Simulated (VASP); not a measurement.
Write the native input for VASP 6.6.1 that does the following.

* Task: single point
* Functional: PBE
* Potentials or basis: VASP PAW PBE potentials, release 64 (Mg_sv, O)
* Cutoff: 840 eV
* k mesh: 12 × 12 × 12
* Occupations: gaussian, width 0.02 eV
* Spin: no spin polarisation
* Dipole correction: no
* Further INCAR settings: ALGO = Normal; EDIFF = 1e-06; NBANDS = 15

The structure of MgO lies in POSCAR:

```
MgO
1.0
    0.0000000000      2.1085000000      2.1085000000
    2.1085000000      0.0000000000      2.1085000000
    2.1085000000      2.1085000000      0.0000000000
Mg O
1 1
Direct
    0.0000000000      0.0000000000      0.0000000000
    0.5000000000      0.5000000000      0.5000000000
```

One way to write it, as run:

INCAR

```
SYSTEM = MgO
PREC     = Accurate       ! precision mode
ENCUT    = 840            ! plane-wave cutoff, eV
EDIFF    = 1E-6           ! SCF threshold, eV
ISMEAR   = 0              ! smearing method
SIGMA    = 0.02           ! smearing width, eV
LREAL    = .False.        ! projectors in reciprocal space
LASPH    = .True.         ! aspherical terms in the spheres
NELM     = 120            ! most SCF steps
ALGO     = Normal         ! electronic algorithm
ISIF     = 2              ! what is computed and relaxed
LWAVE    = .False.        ! write WAVECAR
LCHARG   = .True.         ! write CHGCAR
GGA      = PE             ! functional
LELF     = .True.         ! ELF
LVHAR    = .True.       
NBANDS   = 15             ! bands
GGA_COMPAT= .False.
```

KPOINTS

```
regular mesh
0
Gamma
  12 12 12
  0 0 0
```

Potentials or basis: VASP PAW PBE potentials, release 64 (Mg_sv, O).

Command:

```sh
$ cat potpaw_PBE.64/Mg_sv/POTCAR potpaw_PBE.64/O/POTCAR > POTCAR
$ mpirun -np 1 vasp_std > vasp.out
```

Results of the run:

```json
{"Pressure": "4.2 GPa", "Band gap on the k mesh": "4.71 eV"}
```

Caveat: the cell stands under pressure.

Run time: 33 s on 1 thread of Intel(R) Xeon(R) Platinum 8259CL CPU @ 2.50GHz (Skylake/Cascade Lake), with other jobs on the host, peak memory 0.17 GiB.
